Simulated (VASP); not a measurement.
# Ta2F: relaxation of cell and atoms with PBE

The system is Ta2F.

```xyz
6
Lattice="2.9389 0.0000 0.0000 -1.4694 2.5451 0.0000 0.0000 0.0000 13.6824" Properties=species:S:1:pos:R:3 pbc="T T T"
Ta    0.0000    0.0000    3.7629
Ta    0.0000    0.0000    9.9195
Ta    0.0000    1.6968    1.2499
Ta    1.4694    0.8484   12.4325
F     1.4694    0.8484    5.2029
F     0.0000    1.6968    8.4795
```

```yaml
Program: VASP 6.6.1
Task: relaxation of cell and atoms
Functional: PBE
Potentials_or_basis: VASP PAW PBE potentials, release 64 (Ta_pv, F)
Cutoff: 600 eV
k_mesh: 12 × 12 × 4
Occupations: gaussian, width 0.1 eV
Spin: no spin polarisation
Dipole_correction: no
Further_INCAR_settings: ALGO = Normal; EDIFF = 1e-06; IBRION = 2; EDIFFG = -0.001; NSW = 80; ISIF = 3
```

The relaxed volume is 16.80 Å³/atom, the relaxed cell is a = 2.940 Å, b = 2.940 Å, c = 13.464 Å, α = 90.00°, β = 90.00°, γ = 120.00° and the space group after relaxing (to 0.1 Å) is P-3m1 (No. 164). The energy gained by relaxing is 0.2 meV/atom, the ionic steps are 67 and the pressure after relaxing is 0.0 GPa. The band gap on the k mesh is zero (bands 29 and 30 overlap by 0.17 eV).

Step by step:
```csv
step,energy change (eV),largest force (eV/Å),pressure (GPa),volume (Å³)
1,0.0000,0.0410,0.06,102.34
3,-0.0001,0.0116,-0.07,102.40
5,-0.0001,0.0182,0.08,102.28
7,-0.0001,0.0144,0.06,102.31
9,-0.0001,0.0131,0.04,102.32
11,-0.0002,0.0135,-0.01,102.32
13,-0.0002,0.0127,0.00,102.30
15,-0.0002,0.0216,-0.09,102.29
17,-0.0003,0.0229,-0.09,102.27
19,-0.0004,0.0276,-0.02,102.16
21,-0.0005,0.0235,0.04,101.99
23,-0.0006,0.0181,0.01,101.93
25,-0.0007,0.0227,-0.10,101.85
27,-0.0007,0.0290,-0.15,101.83
29,-0.0008,0.0274,-0.09,101.70
31,-0.0008,0.0387,0.17,101.13
33,-0.0009,0.0280,0.08,101.22
35,-0.0010,0.0292,-0.01,100.98
37,-0.0011,0.0115,0.02,100.89
39,-0.0011,0.0040,-0.05,100.88
41,-0.0011,0.0030,-0.08,100.88
43,-0.0012,0.0014,-0.01,100.82
45,-0.0012,0.0018,-0.01,100.81
47,-0.0012,0.0016,0.02,100.81
49,-0.0012,0.0014,-0.02,100.83
51,-0.0012,0.0015,-0.01,100.82
53,-0.0012,0.0017,0.00,100.81
55,-0.0012,0.0012,0.00,100.81
57,-0.0012,0.0015,0.00,100.81
59,-0.0012,0.0011,0.00,100.81
61,-0.0012,0.0014,0.00,100.81
63,-0.0012,0.0014,0.00,100.81
65,-0.0012,0.0006,0.00,100.81
67,-0.0012,0.0005,0.00,100.81
```

Final structure:
```
Ta F
1.0
     2.94041    0.00000    0.00000
    -1.47021    2.54647    0.00000
     0.00000    0.00000   13.46372
Ta F
4 2
Direct
  0.00000 0.00000 0.27914
  0.00000 0.00000 0.72086
  0.33333 0.66667 0.09268
  0.66667 0.33333 0.90732
  0.66667 0.33333 0.38622
  0.33333 0.66667 0.61378
```

Levels at points of the mesh, in eV from the Fermi level:
```tsv
k point	band 27	band 28	band 29	band 30	band 31	band 32
(0.00, 0.00, 0.00)	-0.36	0.18	0.18	0.28	0.28	0.75
(0.50, 0.00, 0.00)	-1.26	-0.69	-0.06	0.87	0.91	1.92
(0.00, 0.00, 0.50)	-0.36	0.18	0.18	0.28	0.28	0.75
(0.50, 0.00, 0.50)	-1.26	-0.69	-0.05	0.87	0.92	1.91
```

It took 60 min on 1 thread of AMD EPYC 9R45 96-Core Processor (Zen 5), with other jobs on the host, peak memory 0.39 GiB.

Caveat: spin-orbit coupling is left out, which moves the levels of the heavy elements.
